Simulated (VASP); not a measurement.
# HfC (Fm-3m) in VASP: settings compared, part 2 of 2

VASP 6.6.1. The steps go on from the part before.

### 6 Single point, revPBE

INCAR reads:

```
SYSTEM = HfC
PREC = Accurate ; ENCUT = 600
EDIFF = 1E-6 ; ISMEAR = 1
SIGMA = 0.1 ; LREAL = .False.
LASPH = .True. ; NELM = 120
ALGO = Normal ; ISIF = 2
LWAVE = .False. ; LCHARG = .False.
GGA = RE ; NBANDS = 14
GGA_COMPAT = .False.
```

KPOINTS reads:

```
Automatic mesh
0
Gamma
  10 10 10
  0 0 0
```

POSCAR reads:

```
HfC
1.0
    3.2880470000      0.0000000000      0.0000000000
    1.6440235000      2.8475322308      0.0000000000
    1.6440235000      0.9491774103      2.6846791334
Hf C
1 1
Direct
    0.5000000000      0.5000000000      0.5000000000
    0.0000000000      0.0000000000      0.0000000000
```

Potentials or basis: VASP PAW PBE potentials, release 64 (Hf_pv, C).

Command:

```sh
> cat potpaw_PBE.64/Hf_pv/POTCAR potpaw_PBE.64/C/POTCAR > POTCAR
> mpirun -np 1 vasp_std > vasp.out
```

OUTCAR:

```text
SYSTEM = HfC
   PREC = Accurate
   ENCUT = 600
   EDIFF = 1E-6
   ISMEAR = 1
   LREAL = .False.
   LASPH = .True.
   NELM = 120
   ISIF = 2
   GGA = RE

 ion  position               nearest neighbor table
   1  0.500  0.500  0.500-   2 2.33   2 2.33   2 2.33   2 2.33   2 2.33   2 2.33
   2  0.000  0.000  0.000-   1 2.33   1 2.33   1 2.33   1 2.33   1 2.33   1 2.33

  LATTYP: Found a face centered cubic cell.
 ALAT       =     4.6500006611

  Lattice vectors:

 A1 = (   3.2880470000,   0.0000000000,   0.0000000000)
 A2 = (   1.6440235000,   2.8475322308,   0.0000000000)
 A3 = (   1.6440235000,   0.9491774103,   2.6846791334)

Analysis of symmetry for initial positions (statically):
=====================================================================
 Subroutine PRICEL returns:
 Original cell was already a primitive cell.

 Routine SETGRP: Setting up the symmetry group for a
 face centered cubic supercell.

 Subroutine GETGRP returns: Found 48 space group operations
 (whereof 48 operations were pure point group operations)
 out of a pool of 48 trial point group operations.

The static configuration has the point symmetry O_h .

Analysis of symmetry for dynamics (positions and initial velocities):
=====================================================================
 Subroutine PRICEL returns:
 Original cell was already a primitive cell.

 Routine SETGRP: Setting up the symmetry group for a
 face centered cubic supercell.

 Subroutine GETGRP returns: Found 48 space group operations
 (whereof 48 operations were pure point group operations)
 out of a pool of 48 trial point group operations.

The dynamic configuration has the point symmetry O_h .

 Subroutine INISYM returns: Found 48 space group operations
 (whereof 48 operations are pure point group operations),
 and found     1 'primitive' translations

----------------------------------------------------------------------------------------

                                     Primitive cell
[... 116 lines left out ...]
   GGA     = RE    functional components
   LHFCALC =     F    Hartree Fock is set to
   AEXX    =    0.0000 exact exchange contribution
   IVDW    =     0    specifies the selected vdW correction
   LEPSILON=     F    determine dielectric tensor
   LRPA    =     F    only Hartree local field effects (RPA)
 non-spin polarized calculation
 Methfessel and Paxton  Order N= 1 SIGMA  =   0.10
  energy-cutoff  :      600.00
  volume of cell :       25.14
 maximum number of plane-waves:       869
 NGX is ok and might be reduce to    28
   NGX = 13   NGY = 13   NGZ = 13

 number of electron      14.0000000 magnetization

 Free energy of the ion-electron system (eV)
  ---------------------------------------------------
  ext. energy  EPLUGINS =         0.00000000
  ---------------------------------------------------
  free energy    TOTEN  =       -20.29251046 eV

  energy without entropy =      -20.29282803  energy(sigma->0) =      -20.29261632

 E-fermi :   6.0821     XC(G=0): -12.2391

 val. band max:        6.0493879278   @ k =   0.1000   0.0000  -0.0000
 cond. band min:       6.1912340132   @ k =   0.1000   0.1000   0.0000
 fundamental gap:      0.1418460854
 Fermi energy:         6.0820705754

 k-point     1 :       0.0000    0.0000    0.0000
  band No.  band energies     occupation
      1     -23.5668      2.00000
      2     -23.5668      2.00000
      3     -23.5668      2.00000
      4      -6.3128      2.00000
      5       7.0316     -0.00000
      6       7.0316     -0.00000
      7       7.0316     -0.00000
      8       7.4470     -0.00000
      9       7.4470     -0.00000
     10       7.4470     -0.00000
     11       9.4330      0.00000
     12       9.4330      0.00000
     13      12.8509      0.00000
     14      17.0142      0.00000
[... 377 lines left out ...]
      1     -24.0542      2.00000
      2     -23.7627      2.00000
      3     -23.7423      2.00000
      4      -4.2394      2.00000
      5       2.3105      2.00000
      6       4.2393      2.00000
      7       5.3193      2.00000
      8       6.2515     -0.03762
      9      11.4068      0.00000
     10      12.4433      0.00000
     11      12.5703      0.00000
     12      14.3089      0.00000
     13      17.6499      0.00000
     14      18.7179      0.00000

 [... further k-points ...]
[... 5 lines left out ...]
  --------------------------------------------------------------------------------------
  -------------------------------------------------------------------------------------
  Total        0.3651915      0.3651915      0.3651915      0.0000000      0.0000000      0.0000000
  in kB       23.2772770     23.2772770     23.2772770      0.0000000      0.0000000      0.0000000
  external PRESSURE =      23.2772770 kB  Pullay stress =       0.0000000 kB

 VOLUME and BASIS-vectors are now :
 -----------------------------------------------------------------------------
  energy-cutoff  :      600.00
  volume of cell :       25.14
      direct lattice vectors                 reciprocal lattice vectors
     3.288047000  0.000000000  0.000000000     0.304131906 -0.175590638 -0.124161331
     1.644023500  2.847532231  0.000000000     0.000000000  0.351181275 -0.124161331
     1.644023500  0.949177410  2.684679133     0.000000000  0.000000000  0.372483992

 POSITION                                       TOTAL-FORCE (eV/Angst)
 -----------------------------------------------------------------------------------
      3.28805      1.89835      1.34234        -0.000000     -0.000000      0.000000
      0.00000      0.00000      0.00000         0.000000      0.000000      0.000000
 -----------------------------------------------------------------------------------
    total drift:                                0.000000      0.000000      0.000000

  FREE ENERGIE OF THE ION-ELECTRON SYSTEM (eV)
  ---------------------------------------------------
  free  energy   TOTEN  =       -20.2925104645 eV

  energy  without entropy=      -20.2928280314  energy(sigma->0) =      -20.29261632
```

OSZICAR:

```text
N       E                     dE             d eps       ncg     rms          rms(c)
DAV:   1     0.252410584563E+02    0.25241E+02   -0.83969E+03  1316   0.110E+03
DAV:   2    -0.217932104857E+02   -0.47034E+02   -0.44238E+02  1660   0.213E+02
DAV:   3    -0.233991544991E+02   -0.16059E+01   -0.15994E+01  1580   0.278E+01
DAV:   4    -0.234069627768E+02   -0.78083E-02   -0.78077E-02  1540   0.232E+00
DAV:   5    -0.234070106379E+02   -0.47861E-04   -0.47861E-04  1568   0.164E-01    0.568E+01
DAV:   6    -0.203431823917E+02    0.30638E+01   -0.11521E+01  1394   0.180E+01    0.409E+01
DAV:   7    -0.203041049293E+02    0.39077E-01   -0.51332E-01  1616   0.513E+00    0.245E+01
DAV:   8    -0.202985272070E+02    0.55777E-02   -0.66948E-02  1502   0.214E+00    0.603E+00
DAV:   9    -0.202927920313E+02    0.57352E-02   -0.20815E-02  1520   0.864E-01    0.207E+00
DAV:  10    -0.202925119965E+02    0.28003E-03   -0.15378E-03  1582   0.287E-01    0.512E-02
DAV:  11    -0.202925109118E+02    0.10847E-05   -0.77074E-05  1580   0.764E-02    0.139E-02
DAV:  12    -0.202925104645E+02    0.44728E-06   -0.37341E-06  1610   0.165E-02
   1 F= -.20292510E+02 E0= -.20292616E+02  d E =0.317567E-03
```

It took 11 s on 1 thread of Intel Xeon 6975P-C (Granite Rapids), shared host; peak memory 0.16 GiB.

Results:

```
Free energy            : -20.2925 eV
Pressure               : 2.3 GPa
Band gap on the k mesh : zero (band 7 reaches 7.03 eV, above the bottom of band 8 at 5.63 eV)
```

Caveat: the PAW data sets were made with another functional, which shifts forces and pressure a little; spin-orbit coupling is left out, which moves the levels of the heavy elements.

### 7 The runs side by side

```csv
level,potentials or basis,gap on the mesh (eV),pressure (GPa)
PBE,"VASP PAW PBE potentials, release 64 (Hf_pv, C)",none,-0.5
LDA,"VASP PAW LDA potentials, release 64 (Hf_pv, C)",none,-11.7
RPBE,"VASP PAW PBE potentials, release 64 (Hf_pv, C)",none,3.4
PBEsol,"VASP PAW PBE potentials, release 64 (Hf_pv, C)",none,-7.1
revPBE,"VASP PAW PBE potentials, release 64 (Hf_pv, C)",none,2.3
```

Alike in all rows: task single point; no spin polarisation; cell as given; k mesh 10 × 10 × 10; cutoff (eV) 600; smearing methfessel-paxton 0.1 eV.

Caveats: spin-orbit coupling is left out, which moves the levels of the heavy elements; the PAW data sets were made with another functional, which shifts forces and pressure a little (some runs).

Total energies depend on the potentials used, so only differences within one code and one set of settings carry meaning.
